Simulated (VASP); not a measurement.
Input of a VASP 6.6.1 run:

File INCAR:

```
SYSTEM = InPd
ALGO = Normal ; EDIFF = 1E-6
EDIFFG = -0.005 ; ENCUT = 600
GGA = PS ; IBRION = 2
ISIF = 3 ; ISMEAR = 0
LASPH = .True. ; LCHARG = .False.
LREAL = .False. ; LWAVE = .False.
NELM = 60 ; NSW = 100
PREC = Accurate ; SIGMA = 0.1
```

Contents of KPOINTS:

```
k-points
0
Gamma
  14 14 14
  0 0 0
```

Contents of POSCAR:

```
InPd
1.0
    3.2718847800      0.0000000000      0.0000000000
    0.0000000000      3.2718847800      0.0000000000
    0.0000000000      0.0000000000      3.2718847800
In Pd
1 1
Direct
    0.0000000000      0.0000000000      0.0000000000
    0.5000000000      0.5000000000      0.5000000000
```

Potentials or basis: VASP PAW PBE potentials, release 64 (In_d, Pd).

Launch:

```sh
$ cat potpaw_PBE.64/In_d/POTCAR potpaw_PBE.64/Pd/POTCAR > POTCAR
$ mpirun -np 1 vasp_std > vasp.out
```

Q: Predict the relaxed volume.

A: 17.13 Å³/atom.

Q: Estimate the relaxed cell.

A: a = 3.248 Å, b = 3.248 Å, c = 3.248 Å, α = 90.00°, β = 90.00°, γ = 90.00°.

Q: Predict the space group after relaxing (to 0.05 Å).

A: Pm-3m (No. 221).

Final structure:
```
In Pd
1.0
     3.24793    0.00000    0.00000
     0.00000    3.24793    0.00000
     0.00000    0.00000    3.24793
In Pd
1 1
Direct
  0.00000 0.00000 0.00000
  0.50000 0.50000 0.50000
```

Caveat: the PAW data sets were made with another functional, which shifts forces and pressure a little.
